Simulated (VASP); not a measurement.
# Si2B in VASP: a series of runs

The runs below take Si2B through single point, with PBE+D3(BJ).

Program: VASP 6.6.1. These are calculated values, not measurements. Logs are shortened: lines on timing, memory, paths and dates and some standing lists are left out, and cuts for length are marked.

## Step 1: The cell of the first run

The cell holds a sheet with vacuum, 6 atoms: a = 2.512 Å, b = 2.512 Å, c = 22.000 Å, α = 90.00°, β = 90.00°, γ = 120.00°.

## Step 2: Single point, PBE+D3(BJ)

INCAR

```
SYSTEM = Si2B
  PREC = Accurate
  ENCUT = 520
  EDIFF = 1E-6
  ISMEAR = 0
  SIGMA = 0.1
  LREAL = .False.
  LASPH = .True.
  NELM = 100
  ALGO = Normal
  ISIF = 2
  LWAVE = .False.
  LCHARG = .True.
  LDIPOL = .True.
  IDIPOL = 3
  DIPOL = 0.5 0.5 0.500
  GGA = PE
  IVDW = 12
  LELF = .True.
  LVHAR = .True.
  LVACPOTAV = .True.
  NBANDS = 20
```

KPOINTS

```
regular mesh
0
Gamma
  9 9 1
  0 0 0
```

POSCAR

```
Si2B
1.0
    2.5118644100      0.0000000000      0.0000000000
   -1.2559322000      2.1753383900      0.0000000000
    0.0000000000      0.0000000000     22.0000000000
Si B
4 2
Direct
    0.3333333300      0.6666666700      0.3399807400
    0.6666666700      0.3333333300      0.4263636400
    0.6666666700      0.3333333300      0.6600192600
    0.3333333300      0.6666666700      0.5736363600
    0.0000000000      0.0000000000      0.3831721900
    0.0000000000      0.0000000000      0.6168278100
```

Potentials or basis: VASP PAW PBE potentials, release 64 (Si, B).

Started as:

```sh
> cat potpaw_PBE.64/Si/POTCAR potpaw_PBE.64/B/POTCAR > POTCAR
> mpirun -np 1 vasp_std > vasp.out
```

OUTCAR:

```text
SYSTEM = Si2B
   PREC = Accurate
   ENCUT = 520
   EDIFF = 1E-6
   ISMEAR = 0
   LREAL = .False.
   LASPH = .True.
   NELM = 100
   ISIF = 2
   GGA = PE
   IVDW = 12
 IVDW          = 12

 ion  position               nearest neighbor table
   1  0.333  0.667  0.340-   5 1.73   5 1.73   5 1.73   2 2.39   2 2.39   2 2.39
   2  0.667  0.333  0.426-   5 1.73   5 1.73   5 1.73   1 2.39   1 2.39   1 2.39
   3  0.667  0.333  0.660-   6 1.73   6 1.73   6 1.73   4 2.39   4 2.39   4 2.39
   4  0.333  0.667  0.574-   6 1.73   6 1.73   6 1.73   3 2.39   3 2.39   3 2.39
   5  0.000  0.000  0.383-   2 1.73   1 1.73   2 1.73   1 1.73   2 1.73   1 1.73
   6  0.000  0.000  0.617-   4 1.73   3 1.73   4 1.73   3 1.73   4 1.73   3 1.73

  LATTYP: Found a hexagonal cell.
 ALAT       =     2.5118644100
 C/A-ratio  =     8.7584345367

  Lattice vectors:

 A1 = (   2.5118644100,   0.0000000000,   0.0000000000)
 A2 = (  -1.2559322000,   2.1753383900,   0.0000000000)
 A3 = (   0.0000000000,   0.0000000000,  22.0000000000)

Analysis of symmetry for initial positions (statically):
=====================================================================
 Subroutine PRICEL returns:
 Original cell was already a primitive cell.

 Routine SETGRP: Setting up the symmetry group for a
 hexagonal supercell.

 Subroutine GETGRP returns: Found 12 space group operations
 (whereof 12 operations were pure point group operations)
 out of a pool of 24 trial point group operations.

The static configuration has the point symmetry D_3d.

Analysis of symmetry for dynamics (positions and initial velocities):
=====================================================================
 Subroutine PRICEL returns:
 Original cell was already a primitive cell.

 Routine SETGRP: Setting up the symmetry group for a
 hexagonal supercell.

 Subroutine GETGRP returns: Found 12 space group operations
 (whereof 12 operations were pure point group operations)
 out of a pool of 24 trial point group operations.

The dynamic configuration has the point symmetry D_3d.

 Subroutine INISYM returns: Found 12 space group operations
 (whereof 12 operations are pure point group operations),
 and found     1 'primitive' translations

----------------------------------------------------------------------------------------

                                     Primitive cell

  volume of cell :     120.2114

  direct lattice vectors                    reciprocal lattice vectors
     2.511864410  0.000000000  0.000000000     0.398110661  0.229849296  0.000000000
    -1.255932200  2.175338390  0.000000000     0.000000000  0.459698594  0.000000000
     0.000000000  0.000000000 22.000000000     0.000000000  0.000000000  0.045454545

  length of vectors
     2.511864410  2.511864408 22.000000000     0.459698594  0.459698594  0.045454545

  position of ions in fractional coordinates (direct lattice)
     0.333333330  0.666666670  0.339980740
     0.666666670  0.333333330  0.426363640
     0.666666670  0.333333330  0.660019260
     0.333333330  0.666666670  0.573636360
     0.000000000  0.000000000  0.383172190
     0.000000000  0.000000000  0.616827810

  ion indices of the primitive-cell ions
   primitive index   ion index
                 1           1
                 2           2
                 3           3
                 4           4
                 5           5
                 6           6

----------------------------------------------------------------------------------------

 KPOINTS: regular mesh

Automatic generation of k-mesh.
 Grid dimensions read from file:
 generate k-points for:    9    9    1

 Generating k-lattice:

  Cartesian coordinates                     Fractional coordinates (reciprocal lattice)
     0.044234518  0.025538811  0.000000000     0.111111111  0.000000000  0.000000000
     0.000000000  0.051077622  0.000000000     0.000000000  0.111111111  0.000000000
     0.000000000  0.000000000  0.045454545     0.000000000  0.000000000  1.000000000

  Length of vectors
     0.051077622  0.051077622  0.045454545

  Shift w.r.t. Gamma in fractional coordinates (k-lattice)
     0.000000000  0.000000000  0.000000000

 Subroutine IBZKPT returns following result:
 ===========================================

 Found     12 irreducible k-points:

 Following reciprocal coordinates:
            Coordinates               Weight
  0.000000  0.000000  0.000000      1.000000
  0.111111  0.000000  0.000000      6.000000
  0.222222  0.000000  0.000000      6.000000
  0.333333 -0.000000  0.000000      6.000000
  0.444444  0.000000  0.000000      6.000000
  0.111111  0.111111  0.000000      6.000000
  0.222222  0.111111  0.000000     12.000000
  0.333333  0.111111  0.000000     12.000000
  0.444444  0.111111  0.000000      6.000000
  0.222222  0.222222  0.000000      6.000000
  0.333333  0.222222  0.000000     12.000000
  0.333333  0.333333  0.000000      2.000000
   k-points           NKPTS =     12   k-points in BZ     NKDIM =     12   number of bands    NBANDS=     20
   number of dos      NEDOS =    301   number of ions     NIONS =      6
   total plane-waves  NPLWV =  67200
   dimension x,y,z NGX =    20 NGY =   20 NGZ =  168
   dimension x,y,z NGXF=    40 NGYF=   40 NGZF=  336
   ions per type =               4   2
   NGX,Y,Z   is equivalent  to a cutoff of  13.24, 13.24, 12.70 a.u.
   NGXF,Y,Z  is equivalent  to a cutoff of  26.47, 26.47, 25.39 a.u.
 SYSTEM =  Si2B
   PREC   = accura    normal or accurate (medium, high low for compatibility)
   ISTART =      0    job   : 0-new  1-cont  2-samecut
   ICHARG =      2    charge: 1-file 2-atom 10-const
   ISPIN  =      1    spin polarized calculation?
   LNONCOLLINEAR =      F non collinear calculations
   LSORBIT =      F    spin-orbit coupling
   LASPH  =      T    aspherical Exc in radial PAW
   ENCUT  =  520.0 eV  38.22 Ry    6.18 a.u.   4.67  4.67 40.91*2*pi/ulx,y,z
   NELM   =    100;   NELMIN=  2; NELMDL= -5     # of ELM steps
   EDIFF  = 0.1E-05   stopping-criterion for ELM
   LREAL  =      F    real-space projection
   EDIFFG = 0.1E-04   stopping-criterion for IOM
   NSW    =      0    number of steps for IOM
   IBRION =     -1    ionic relax: 0-MD 1-quasi-New 2-CG
   NFREE  =      0    steps in history (QN), initial steepest desc. (CG)
   ISIF   =      2    stress and relaxation
   ISYM   =      2    0-nonsym 1-usesym 2-fastsym
   POTIM  = 0.5000    time-step for ionic-motion
   TEBEG  =    0.0;   TEEND  =   0.0 temperature during run
   PSTRESS=    0.0 pullay stress
   NELECT =      22.0000    total number of electrons
   NUPDOWN=      -1.0000    fix difference up-down
   EMIN   =  10.00;   EMAX   =-10.00  energy-range for DOS
   EFERMI =   0.00;   METHOD = LEGACY
   ISMEAR =     0;   SIGMA  =   0.10  broadening in eV -4-tet -1-fermi 0-gaus
   EFERMI_NEDOS =   21; number of points for ismear=-14 and -15
   IALGO  =     38    algorithm
   IMIX   =      4    mixing-type and parameters
     AMIX     =   0.40;   BMIX     =  1.00
     AMIX_MAG =   1.60;   BMIX_MAG =  1.00
  volume/ion in A,a.u.               =      20.04       135.20
  Fermi-wavevector in a.u.,A,eV,Ry     =   0.929467  1.756437 11.754186  0.863908
  Thomas-Fermi vector in A             =   2.055752
   LORBIT       =      0    0 simple, 1 ext, 2 COOP (PROOUT), +10 PAW based schemes
   GGA     = PE    functional components
   LHFCALC =     F    Hartree Fock is set to
   AEXX    =    0.0000 exact exchange contribution
   IVDW    =    12    specifies the selected vdW correction
   LEPSILON=     F    determine dielectric tensor
   LRPA    =     F    only Hartree local field effects (RPA)
 non-spin polarized calculation
 Gauss-broadening in eV      SIGMA  =   0.10
  energy-cutoff  :      520.00
  volume of cell :      120.21
 maximum number of plane-waves:      3265
 NGX is ok and might be reduce to    20
   NGX =  9   NGY =  9   NGZ = 81

 number of electron      22.0000001 magnetization

 dipolmoment           0.000000      0.000000      0.000000 electrons x Angstroem

 Free energy of the ion-electron system (eV)
  ---------------------------------------------------
  ext. energy  EPLUGINS =         0.00000000
  ---------------------------------------------------
  free energy    TOTEN  =       -18.18703148 eV

  energy without entropy =      -18.17929531  energy(sigma->0) =      -18.18316339

 E-fermi :   2.7300     XC(G=0):  -6.1333

 val. band max:        2.6435467902   @ k =   0.3333  -0.0000   0.0000
 cond. band min:       2.7523108418   @ k =   0.4444   0.1111   0.0000
 fundamental gap:      0.1087640516
 Fermi energy:         2.7299575173

 k-point     1 :       0.0000    0.0000    0.0000
  band No.  band energies     occupation
      1     -16.4763      2.00000
      2     -16.4331      2.00000
      3     -10.4041      2.00000
      4     -10.0333      2.00000
      5      -4.1673      2.00000
      6      -2.5329      2.00000
[... 12 lines left out ...]
     19      11.1357      0.00000
     20      11.1358      0.00000

 k-point     2 :       0.1111    0.0000    0.0000
  band No.  band energies     occupation
      1     -16.1462      2.00000
      2     -16.1039      2.00000
      3     -10.0437      2.00000
      4      -9.6763      2.00000
      5      -3.8375      2.00000
      6      -2.2308      2.00000
[... 12 lines left out ...]
     19      10.8753      0.00000
     20      12.2953      0.00000
[... 189 lines left out ...]
      3      -7.5211      2.00000
      4      -7.4970      2.00000
      5      -4.9416      2.00000
      6      -4.9242      2.00000
[... 12 lines left out ...]
     19       9.8975      0.00000
     20      11.1064      0.00000

 k-point    12 :       0.3333    0.3333    0.0000
  band No.  band energies     occupation
      1      -8.0765      2.00000
      2      -8.0765      2.00000
      3      -8.0417      2.00000
      4      -8.0417      2.00000
      5      -7.4372      2.00000
      6      -7.4051      2.00000
[... 12 lines left out ...]
     19      10.3819      0.00000
     20      12.4222      0.00000

------------------------ aborting loop because EDIFF is reached ----------------------------------------

 Edisp (eV)   -2.29971

 E8    (eV) :    -0.9385

  FORCE on cell =-STRESS in cart. coord.  units (eV):
  Direction    XX          YY          ZZ          XY          YZ          ZX
  --------------------------------------------------------------------------------------
  -------------------------------------------------------------------------------------
  Total      55.02790    55.02790    32.25612     0.00000    -0.00000    -0.00000
  in kB     733.41171   733.41171   429.90951     0.00000    -0.00000    -0.00000
  external pressure =      632.24 kB  Pullay stress =        0.00 kB

 VOLUME and BASIS-vectors are now :
 -----------------------------------------------------------------------------
  energy-cutoff  :      520.00
  volume of cell :      120.21
      direct lattice vectors                 reciprocal lattice vectors
     2.511864410  0.000000000  0.000000000     0.398110661  0.229849296  0.000000000
    -1.255932200  2.175338390  0.000000000     0.000000000  0.459698594  0.000000000
     0.000000000  0.000000000 22.000000000     0.000000000  0.000000000  0.045454545

 POSITION                                       TOTAL-FORCE (eV/Angst)
 -----------------------------------------------------------------------------------
     -0.00000      1.45023      7.47958        -0.000000      0.000000     -9.701209
      1.25593      0.72511      9.38000         0.000000     -0.000000      9.569702
      1.25593      0.72511     14.52042        -0.000000      0.000000      9.701209
     -0.00000      1.45023     12.62000         0.000000      0.000000     -9.569702
      0.00000      0.00000      8.42979         0.000000     -0.000000      0.972103
      0.00000      0.00000     13.57021         0.000000      0.000000     -0.972103
 -----------------------------------------------------------------------------------
    total drift:                               -0.000000      0.000000     -0.000000

  FREE ENERGIE OF THE ION-ELECTRON SYSTEM (eV)
  ---------------------------------------------------
  free  energy   TOTEN  =       -20.4867407906 eV

  energy  without entropy=      -20.4790046146  energy(sigma->0) =      -20.48287270

 vacuum level on the upper side and lower side of the slab         7.926         7.926
```

It took 51 s on 1 thread of AMD EPYC 7R43 (Zen 3), shared host; peak memory 0.2 GiB.

What came out:

```yaml
Free_energy: -20.4867 eV
Largest_force: 9.701 eV/Å
Band_gap_on_the_k_mesh: zero (band 11 reaches 3.95 eV, above the bottom of band 12 at 1.76 eV)
Dispersion_energy_per_atom: -0.383 eV
```

Forces in eV/Å, atoms in the order of the input:
```
Si   0.000  0.000 -9.701
Si   0.000  0.000  9.570
Si   0.000  0.000  9.701
Si   0.000  0.000 -9.570
B    0.000  0.000  0.972
B    0.000  0.000 -0.972
```

Levels at points of the mesh, in eV from the Fermi level:
```
           k point  band 8  band 9  band 10  band 11  band 12  band 13  band 14  band 15
(0.00, 0.00, 0.00)    0.59    1.22     1.22     1.22     1.22     4.39     4.93     5.66
```

## Step 3: Single point, PBE+D3(BJ)

This run uses another cell than the first one, of 53.52 Å³/atom, 2.671 times its volume.

INCAR

```
SYSTEM = Si2B
PREC = Accurate ; ENCUT = 520
EDIFF = 1E-7 ; ISMEAR = 0
SIGMA = 0.1 ; LREAL = .FALSE.
LASPH = .TRUE. ; NELM = 100
ALGO = Normal ; ISIF = 2
LWAVE = .FALSE. ; LCHARG = .FALSE.
LDIPOL = .TRUE. ; IDIPOL = 3
DIPOL = 0.5 0.5 0.290 ; GGA = PE
IVDW = 12 ; NBANDS = 20
```

KPOINTS

```
regular mesh
0
G
  9 9 1
  0 0 0
```

POSCAR

```
Si2B
1.0
    3.1286926824     -0.0000000036      0.0000000000
   -1.5643463381      2.7095273454      0.0000000000
    0.0000000000      0.0000000000     37.8816948800
Si B
4 2
Direct
    0.3333333333      0.6666666667      0.2068023807
    0.6666666667      0.3333333333      0.2629046420
    0.6666666667      0.3333333333      0.3739530493
    0.3333333333      0.6666666667      0.3178507880
    0.0000000000      0.0000000000      0.2370431828
    0.0000000000      0.0000000000      0.3437122472
```

Potentials or basis: VASP PAW PBE potentials, release 64 (Si, B).

Started as:

```sh
> cat potpaw_PBE.64/Si/POTCAR potpaw_PBE.64/B/POTCAR > POTCAR
> mpirun -np 1 vasp_std > vasp.out
```

OUTCAR:

```text
SYSTEM = Si2B
   PREC = Accurate
   ENCUT = 520
   EDIFF = 1E-7
   ISMEAR = 0
   LREAL = .FALSE.
   LASPH = .TRUE.
   NELM = 100
   ISIF = 2
   GGA = PE
   IVDW = 12
 IVDW          = 12

 ion  position               nearest neighbor table
   1  0.333  0.667  0.207-   5 2.14   5 2.14   5 2.14   2 2.79   2 2.79   2 2.79
   2  0.667  0.333  0.263-   5 2.05   5 2.05   5 2.05   4 2.76   4 2.76   4 2.76   1 2.79   1 2.79
                             1 2.79
   3  0.667  0.333  0.374-   6 2.14   6 2.14   6 2.14   4 2.79   4 2.79   4 2.79
   4  0.333  0.667  0.318-   6 2.05   6 2.05   6 2.05   2 2.76   2 2.76   2 2.76   3 2.79   3 2.79
                             3 2.79
   5  0.000  0.000  0.237-   2 2.05   2 2.05   2 2.05   1 2.14   1 2.14   1 2.14
   6  0.000  0.000  0.344-   4 2.05   4 2.05   4 2.05   3 2.14   3 2.14   3 2.14

  LATTYP: Found a hexagonal cell.
 ALAT       =     3.1286926824
 C/A-ratio  =    12.1078350370

  Lattice vectors:

 A1 = (   3.1286926824,  -0.0000000036,   0.0000000000)
 A2 = (  -1.5643463381,   2.7095273454,   0.0000000000)
 A3 = (   0.0000000000,   0.0000000000,  37.8816948800)

[... 182 lines left out ...]

 k-point     1 :       0.0000    0.0000    0.0000
  band No.  band energies     occupation
      1     -16.4619      2.00000
      2     -15.7867      2.00000
      3     -12.1954      2.00000
      4      -9.9016      2.00000
      5      -6.4185      2.00000
      6      -3.3531      2.00000
[... 265 lines left out ...]
     19       5.2637      0.00000
     20       6.1783      0.00000

------------------------ aborting loop because EDIFF is reached ----------------------------------------

 vacuum level on the upper side and lower side of the slab       (xc-potential included)        -0.012        -0.011

 Edisp (eV)   -1.64267

 E8    (eV) :    -0.6731

  FORCE on cell =-STRESS in cart. coord.  units (eV):
  Direction    XX          YY          ZZ          XY          YZ          ZX
  --------------------------------------------------------------------------------------
  -------------------------------------------------------------------------------------
  Total      -0.00366    -0.00366    -0.10255     0.00000     0.00000     0.00000
  in kB      -0.01825    -0.01825    -0.51162     0.00000     0.00000     0.00000
  external pressure =       -0.18 kB  Pullay stress =        0.00 kB

 VOLUME and BASIS-vectors are now :
 -----------------------------------------------------------------------------
  energy-cutoff  :      520.00
  volume of cell :      321.13
      direct lattice vectors                 reciprocal lattice vectors
     3.128692682 -0.000000004  0.000000000     0.319622316  0.184534030  0.000000000
    -1.564346338  2.709527345  0.000000000     0.000000000  0.369068060  0.000000000
     0.000000000  0.000000000 37.881694880     0.000000000  0.000000000  0.026397974

 POSITION                                       TOTAL-FORCE (eV/Angst)
 -----------------------------------------------------------------------------------
      0.00000      1.80635      7.83402        -0.000000     -0.000000      0.018385
      1.56435      0.90318      9.95927        -0.000000     -0.000000     -0.012916
      1.56435      0.90318     14.16598         0.000000     -0.000000     -0.018385
      0.00000      1.80635     12.04073         0.000000     -0.000000      0.012916
      0.00000      0.00000      8.97960         0.000000     -0.000000     -0.001644
      0.00000      0.00000     13.02040        -0.000000      0.000000      0.001644
 -----------------------------------------------------------------------------------
    total drift:                               -0.000000      0.000000      0.000003

  FREE ENERGIE OF THE ION-ELECTRON SYSTEM (eV)
  ---------------------------------------------------
  free  energy   TOTEN  =       -33.7197040971 eV

  energy  without entropy=      -33.7148915803  energy(sigma->0) =      -33.71729784

 vacuum level on the upper side and lower side of the slab         3.204         3.205
```

stdout:

```text
POSCAR found type information on POSCAR SiB
 POSCAR found :  2 types and       6 ions
 scaLAPACK will be used
 LDA part: xc-table for (Slater+PW92), standard interpolation
 POSCAR, INCAR and KPOINTS ok, starting setup
 FFT: planning ... GRIDC
 FFT: planning ... GRID_SOFT
 FFT: planning ... GRID
 WAVECAR not read
 entering main loop
```

Wall time 2.1 min (1 thread of AMD EPYC 7R43 (Zen 3), shared host); peak memory 0.38 GiB.

Results:

* Free energy: -33.7197 eV
* Largest force: 0.018 eV/Å
* Band gap on the k mesh: zero (band 11 reaches -0.97 eV, above the bottom of band 12 at -3.16 eV)
* Dispersion energy per atom: -0.274 eV

Forces on the atoms (eV/Å):
```
Si   0.000  0.000  0.018
Si   0.000  0.000 -0.013
Si   0.000  0.000 -0.018
Si   0.000  0.000  0.013
B    0.000  0.000 -0.002
B    0.000  0.000  0.002
```

Levels at points of the mesh, in eV from the Fermi level:
```tsv
k point	band 8	band 9	band 10	band 11	band 12	band 13	band 14	band 15
(0.00, 0.00, 0.00)	0.10	0.26	0.26	0.88	3.44	3.44	4.15	4.15
```
